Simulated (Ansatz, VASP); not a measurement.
## Si7Ge in VASP and in Ansatz

File POSCAR:

```
Si7Ge
1.0
    5.4679684304      0.0000000000      0.0000000000
    0.0000000000      5.4679684304      0.0000000000
    0.0000000000      0.0000000000      5.4679684304
Si Ge
7 1
Direct
    0.2300322223      0.2300322223      0.2972278300
    0.0000000000      0.5000000000      0.5000000000
    0.5000000000      0.5000000000      0.0000000000
    0.5000000000      0.0000000000      0.5000000000
    0.7699677777      0.2300322223      0.7027721700
    0.7699677777      0.7699677777      0.2972278300
    0.2300322223      0.7699677777      0.7027721700
    0.0000000000      0.0000000000      0.0000000000
```

Contents of INCAR.step1:

```
SYSTEM = Si7Ge
PREC = Accurate ; ENCUT = 520
ISMEAR = 0 ; SIGMA = 0.05
LREAL = .FALSE. ; LASPH = .TRUE.
NELM = 100 ; NBANDS = 31
GGA = PE ; ALGO = Normal
EDIFF = 1E-4 ; LWAVE = .TRUE.
LCHARG = .FALSE.
```

File INCAR.step2:

```
SYSTEM = Si7Ge
PREC = Accurate ; ENCUT = 520
EDIFF = 1E-7 ; ISMEAR = 0
SIGMA = 0.05 ; LREAL = .FALSE.
LASPH = .TRUE. ; NELM = 100
ALGO = Normal ; ISIF = 2
LWAVE = .FALSE. ; LCHARG = .FALSE.
METAGGA = R2SCAN ; LMIXTAU = .TRUE.
NBANDS = 31 ; ISTART = 1
```

The input KPOINTS:

```
Automatic mesh
0
G
  6 6 6
  0 0 0
```

Input for Ansatz:

```yaml
crystal:
  lattice:
    - [5.4679684304, 0.0, 0.0]
    - [0.0, 5.4679684304, 0.0]
    - [0.0, 0.0, 5.4679684304]
  atoms:
    - { symbol: Si, position: [0.2300322223, 0.2300322223, 0.29722783] }
    - { symbol: Si, position: [0.0, 0.5, 0.5] }
    - { symbol: Si, position: [0.5, 0.5, 0.0] }
    - { symbol: Si, position: [0.5, 0.0, 0.5] }
    - { symbol: Si, position: [0.7699677777, 0.2300322223, 0.70277217] }
    - { symbol: Si, position: [0.7699677777, 0.7699677777, 0.29722783] }
    - { symbol: Si, position: [0.2300322223, 0.7699677777, 0.70277217] }
    - { symbol: Ge, position: [0.0, 0.0, 0.0] }
basis:
  ecutwfc: 500
kpoints:
  mp_grid: { grid: [6, 6, 6] }
hamiltonian:
  xc: r2scan
scf:
  occupations: { method: gaussian, width: 0.05 }
output:
  forces: true
  stress: true
  eigenvalues: true
```

Change from the starting cell: mode 14 (415.5 1/cm) frozen in, largest displacement -0.300 Å.

Alike in both runs: task single point; functional r2SCAN; k mesh 6 × 6 × 6; occupations gaussian, width 0.05 eV; no spin polarisation.

|  | VASP | Ansatz |
| --- | --- | --- |
| version | VASP 6.6.1 | Ansatz 0.2.0 |
| potentials or method | VASP PAW PBE potentials, release 64 (Si, Ge_d), cutoff 520 eV | scalar-relativistic, plane waves, PAW |
| valence electrons in the cell | 42 | 42 |

|  | VASP | Ansatz | Ansatz less VASP |
| --- | --- | --- | --- |
| gap on the k mesh at the Fermi level (eV) | none | none | - |
| pressure (GPa) | 3.0 | 3.2 | +0.18 |
| traceless stress, the component that is largest in VASP (GPa) | -2.71 | -2.75 | -0.046 |
| rms of the force components (eV/Å) | 1.613 | 1.615 | +0.0017 |

VASP's potentials were made for PBE, not for r2SCAN. Atom by atom the forces differ by 0.007 eV/Å (rms over components). A gap of «none» marks a metal or a gap that the smearing closes.
